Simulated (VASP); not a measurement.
SrAl2O2, 5 atoms in the cell. It takes space group Cmmm (No. 65, orthorhombic). The conventional cell has a = 4.363 Å, b = 12.064 Å, c = 3.213 Å, α = 90.00°, β = 90.00°, γ = 90.00°. Within 3.4 Å of Sr (site symmetry mmm) lie 4 O at 2.57 Å and 2 Sr at 3.21 Å. Al (site symmetry m2m) has 2 O at 1.85 Å within 2.5 Å. Within 2.6 Å of O (site symmetry m2m) lie 2 Al at 1.85 Å and 2 Sr at 2.57 Å. 

| Property | Result |
| --- | --- |
| Program | VASP 6.6.1 |
| Task | relaxation of cell and atoms |
| Functional | PBE |
| Potentials or basis | VASP PAW PBE potentials, release 64 (Sr_sv, Al, O) |
| Cutoff | 600 eV |
| k mesh | 4 × 4 × 6 |
| Occupations | gaussian, width 0.1 eV |
| Spin | no spin polarisation |
| Dipole correction | no |
| Further INCAR settings | ALGO = Normal; EDIFF = 1e-06; IBRION = 2; EDIFFG = -0.04; NSW = 90; ISIF = 3 |

Potentials or basis: VASP PAW PBE potentials, release 64 (Sr_sv, Al, O).

Launch:

```console
$ cat potpaw_PBE.64/Sr_sv/POTCAR potpaw_PBE.64/Al/POTCAR potpaw_PBE.64/O/POTCAR > POTCAR
$ mpirun -np 1 vasp_std > vasp.out
```

Hardware: 1 thread of Intel(R) Xeon(R) Platinum 8488C (Sapphire Rapids), with other jobs on the host.

Q: Estimate the wall time of this run.

A: Run time: 4.6 min on 1 thread of Intel(R) Xeon(R) Platinum 8488C (Sapphire Rapids), on a shared host, peak memory 0.31 GiB. Counts: scf iterations 67, k points 28, ion steps 8.
